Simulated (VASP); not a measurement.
Here is a VASP 6.6.1 calculation.

INCAR

```
PREC     = Accurate       # precision mode
ENCUT    = 520            # plane-wave cutoff, eV
EDIFF    = 1E-6           # SCF threshold, eV
ISMEAR   = 0              # smearing method
SIGMA    = 0.01           # smearing width, eV
LREAL    = False          # projectors in reciprocal space
LASPH    = True           # aspherical terms in the spheres
NELM     = 100            # most SCF steps
ALGO     = Normal         # electronic algorithm
ISIF     = 2              # what is computed and relaxed
LWAVE    = False          # write WAVECAR
LCHARG   = False          # write CHGCAR
GGA      = PE             # functional
NBANDS   = 16             # bands
```

The input KPOINTS:

```
Automatic mesh
0
Gamma
  6 6 6
```

The input POSCAR:

```
CdTe
1.0
    4.5325540000      0.0000000000      0.0000000000
    2.2662770000      3.9253069080      0.0000000000
    2.2662770000      1.3084356360      3.7008148439
Cd Te
1 1
Direct
    0.0000000000      0.0000000000      0.0000000000
    0.2500000000      0.2500000000      0.2500000000
```

Potentials or basis: VASP PAW PBE potentials, release 64 (Cd, Te).

The run is started by

```bash
$ cat potpaw_PBE.64/Cd/POTCAR potpaw_PBE.64/Te/POTCAR > POTCAR
$ mpirun -np 1 vasp_std > vasp.out
```

(1) Estimate the band gap on the k mesh.

(2) What does it give for the pressure?

## Answers

(1) 0.87 eV, direct.

(2) 4.4 GPa.

Caveat: spin-orbit coupling is left out, which moves the levels of the heavy elements.
